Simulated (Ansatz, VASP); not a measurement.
Two plane-wave programs on CrBi2

```xyz
3
Lattice="2.4467 1.4126 4.0435 -2.4467 1.4126 4.0435 0.0000 -2.8253 4.0435" Properties=species:S:1:pos:R:3 pbc="T T T"
Cr    0.0000    0.0000    0.0000
Bi    0.0000    0.0000    9.1008
Bi    0.0000    0.0000    3.0296
```

Alike in both runs: functional PBE; k mesh 6 × 6 × 6; occupations gaussian, width 0.1 eV; collinear spin.

Ansatz relaxed the structure, and its values are those at the end. VASP's run is a single point on that final structure, the one shown.

|  | VASP | Ansatz |
| --- | --- | --- |
| version | VASP 6.6.1 | Ansatz 0.2.0 |
| potentials or method | VASP PAW PBE potentials, release 64 (Cr_pv, Bi_d), cutoff 520 eV | scalar-relativistic, plane waves, PAW |
| valence electrons in the cell | 42 | 44 |

Ansatz gave:

| Item | Value |
| --- | --- |
| gap on the k mesh at the Fermi level (eV) | none |
| pressure (GPa) | 0.0 |
| net moment per atom (μB) | 1.24 |
| size of the moment on the site where the two differ most (μB) | 3.63 |

Problem. Estimate VASP's values.

Solution. gap on the k mesh at the Fermi level (eV): none; pressure (GPa): 0.0; net moment per atom (μB): 1.24; size of the moment on the site where the two differ most (μB): 3.55.

Site moments also hang on the region over which each program counts them. A gap of «none» marks a metal or a gap that the smearing closes. The functional is the same, so the differences come from potentials, cutoffs and numerics. VASP's potentials hold 42 valence electrons a cell and Ansatz's 44, so a difference there can come from the potentials and not from the codes.

Neither program's run includes spin-orbit coupling.
